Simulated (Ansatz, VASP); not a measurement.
## Two plane-wave programs on C

```xyz
2
Lattice="0.0000 1.7235 1.8981 1.7235 0.0000 1.8981 1.7235 1.7235 0.0000" Properties=species:S:1:pos:R:3 pbc="T T T"
C     1.7235    1.7235    1.8981
C     2.5852    2.5852    2.8471
```

Alike in both runs: task single point; functional LDA; k mesh 12 × 12 × 12; occupations gaussian, width 0.05 eV; no spin polarisation.

```csv
,VASP,Ansatz
version,VASP 6.6.1,Ansatz 0.2.0
potentials or method,"VASP PAW LDA potentials, release 64 (C), cutoff 520 eV","scalar-relativistic, plane waves, PAW"
valence electrons in the cell,8,8
```

|  | VASP | Ansatz | Ansatz less VASP |
| --- | --- | --- | --- |
| gap on the k mesh at the Fermi level (eV) | 2.93 | 2.94 | +0.008 |
| least direct gap on the mesh (eV) | 4.72 | 4.71 | -0.002 |
| pressure (GPa) | -8.8 | -10.4 | -1.55 |
| traceless stress, the component that is largest in VASP (GPa) | -65.56 | -65.65 | -0.085 |

Ansatz warns that its potentials were made for another functional, while VASP's fit it. LDA's correlation is that of Perdew and Zunger in VASP and of Perdew and Wang (1992) in Ansatz.
